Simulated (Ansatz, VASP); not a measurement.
## BaTe: VASP beside Ansatz

INCAR

```
ALGO     = Normal         # electronic algorithm
EDIFF    = 1E-7           # SCF threshold, eV
EDIFFG   = -0.01          # ionic threshold
ENCUT    = 600            # plane-wave cutoff, eV
GGA      = PE             # functional
IBRION   = 2              # ionic algorithm
ISIF     = 3              # what is computed and relaxed
ISMEAR   = 0              # smearing method
LASPH    = True           # aspherical terms in the spheres
LCHARG   = False          # write CHGCAR
LREAL    = False          # projectors in reciprocal space
LWAVE    = False          # write WAVECAR
NELM     = 100            # most SCF steps
NSW      = 100            # ionic steps
PREC     = Accurate       # precision mode
SIGMA    = 0.02           # smearing width, eV
```

KPOINTS

```
k-points
0
Gamma
  6 6 6
```

POSCAR

```
BaTe
1.0
    2.2965832560     -6.7571155544      0.0000000000
    2.2965832560      6.7571155544      0.0000000000
    0.0000000000      0.0000000000      5.3641065040
Ba Te
2 2
Direct
    0.8780449081      0.1219550919      0.2500000000
    0.1219550919      0.8780449081      0.7500000000
    0.6207223193      0.3792776807      0.2500000000
    0.3792776807      0.6207223193      0.7500000000
```

Input for Ansatz:

```yaml
crystal:
  lattice:
    - [2.296583256, -6.7571155544, 0.0]
    - [2.296583256, 6.7571155544, 0.0]
    - [0.0, 0.0, 5.364106504]
  atoms:
    - { symbol: Ba, position: [0.8780449081, 0.1219550919, 0.25] }
    - { symbol: Ba, position: [0.1219550919, 0.8780449081, 0.75] }
    - { symbol: Te, position: [0.6207223193, 0.3792776807, 0.25] }
    - { symbol: Te, position: [0.3792776807, 0.6207223193, 0.75] }
basis:
  ecutwfc: 420
kpoints:
  mp_grid: { grid: [6, 6, 6] }
hamiltonian:
  xc: pbe
scf:
  occupations: { method: gaussian, width: 0.02 }
output:
  forces: true
  stress: true
  eigenvalues: true
relax:
  adjacent_minimum: "off"
  f_tol: 0.01
  max_steps: 80
  cell: { stress_tol: 0.05 }
```

Change from the starting cell: species swapped into the YGa type (Cmcm, No. 63).

Alike in both runs: task relaxation of cell and atoms; functional PBE; k mesh 6 × 6 × 6; occupations gaussian, width 0.02 eV; no spin polarisation.

```csv
,VASP,Ansatz
version,VASP 6.6.1,Ansatz 0.2.0
potentials or method,"VASP PAW PBE potentials, release 64 (Ba_sv, Te), cutoff 600 eV","scalar-relativistic, plane waves, PAW"
valence electrons in the cell,32,52
```

Ansatz gave:

```
gap on the k mesh at the Fermi level, each at its own relaxed structure (eV)  : 1.36
relaxed volume (Å³/atom)                                                      : 41.21
relaxed length of the cell vector where the two differ most in proportion (Å) : 7.055
```

**Question.** Estimate VASP's values.

**Answer.** gap on the k mesh at the Fermi level, each at its own relaxed structure (eV): 1.30; relaxed volume (Å³/atom): 41.74; relaxed length of the cell vector where the two differ most in proportion (Å): 7.089.

VASP's potentials hold 32 valence electrons a cell and Ansatz's 52, so a difference there can come from the potentials and not from the codes.

Neither program's run includes spin-orbit coupling.
